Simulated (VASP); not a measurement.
# ZnCd3O4: single point with PBE

ZnCd3O4:

```
CELL_PARAMETERS angstrom
-2.34546 2.34546 4.64468
2.34546 -2.34546 4.64468
2.34546 2.34546 -4.64468
ATOMIC_POSITIONS crystal
Zn 0.50000 0.50000 0.00000
Cd 0.00000 0.00000 0.00000
Cd 0.75000 0.25000 0.50000
Cd 0.25000 0.75000 0.50000
O 0.72445 0.72445 0.00000
O 0.50000 0.00000 0.50000
O 0.27555 0.27555 0.00000
O 0.00000 0.50000 0.50000
```

| Item | Value |
| --- | --- |
| Program | VASP 6.6.1 |
| Task | single point |
| Functional | PBE |
| Potentials or basis | VASP PAW PBE potentials, release 64 (Zn, Cd, O) |
| Cutoff | 520 eV |
| k mesh | 6 × 6 × 6 |
| Occupations | gaussian, width 0.1 eV |
| Spin | collinear spin, ferromagnetic start |
| Starting moments | [0.0, 0.0, 0.0, 0.0, 1.0, 1.0, 1.0, 1.0] μB |
| Dipole correction | no |
| Further INCAR settings | ALGO = Normal; EDIFF = 1e-06; NBANDS = 50 |

```
Pressure                                              : 1.2 GPa
Largest force                                         : 0.005 eV/Å
Band gap on the k mesh                                : zero (filled and empty bands overlap)
Net moment                                            : 0.00 μB per cell
Valence electrons inside the program's atomic spheres : Zn 10.59; Cd 10.20, 10.25 (each value once); O 4.93, 4.92 (each value once)
```

Forces in eV/Å, atoms in the order of the input:
```
Zn   0.000  0.000  0.000
Cd   0.000  0.000  0.000
Cd   0.000  0.000  0.000
Cd   0.000  0.000  0.000
O    0.000  0.000  0.005
O    0.000  0.000  0.000
O    0.000  0.000 -0.005
O    0.000  0.000  0.000
```

Stress tensor (GPa, compression positive):
```
1.14 0.00 0.00
0.00 1.14 0.00
0.00 0.00 1.31
```

Levels at points of the mesh, in eV from the Fermi level:
Spin up:
| k point | band 34 | band 35 | band 36 | band 37 | band 38 | band 39 |
| --- | --- | --- | --- | --- | --- | --- |
| (0.00, 0.00, 0.00) | -1.46 | -1.31 | -1.31 | -0.58 | 3.72 | 5.51 |
| (0.50, 0.00, 0.00) | -0.93 | -0.85 | -0.70 | 3.70 | 3.72 | 5.84 |
| (0.50, 0.50, 0.00) | -0.24 | -0.19 | -0.03 | 4.26 | 4.52 | 4.86 |
| (0.50, 0.50, 0.50) | -1.70 | -1.65 | -1.65 | 2.48 | 3.62 | 3.94 |
Spin down:
```csv
k point,band 32,band 33,band 34,band 35,band 36,band 37,band 38,band 39,band 40,band 41
"(0.00, 0.00, 0.00)",-2.35,-1.92,-1.46,-1.31,-1.31,-0.58,3.72,5.51,6.13,7.74
"(0.50, 0.00, 0.00)",-1.63,-1.50,-0.93,-0.85,-0.70,3.70,3.72,5.84,6.01,6.91
"(0.50, 0.50, 0.00)",-0.44,-0.36,-0.24,-0.19,-0.03,4.26,4.52,4.86,5.07,6.98
"(0.50, 0.50, 0.50)",-2.28,-1.70,-1.70,-1.65,-1.65,2.48,3.62,3.94,4.01,8.40
```

It took 5.8 min on 1 thread of Intel(R) Xeon(R) Platinum 8259CL CPU @ 2.50GHz (Skylake/Cascade Lake), on a shared host, peak memory 0.46 GiB.

Caveat: semilocal functionals underestimate gaps, so a narrow gap can read as zero.
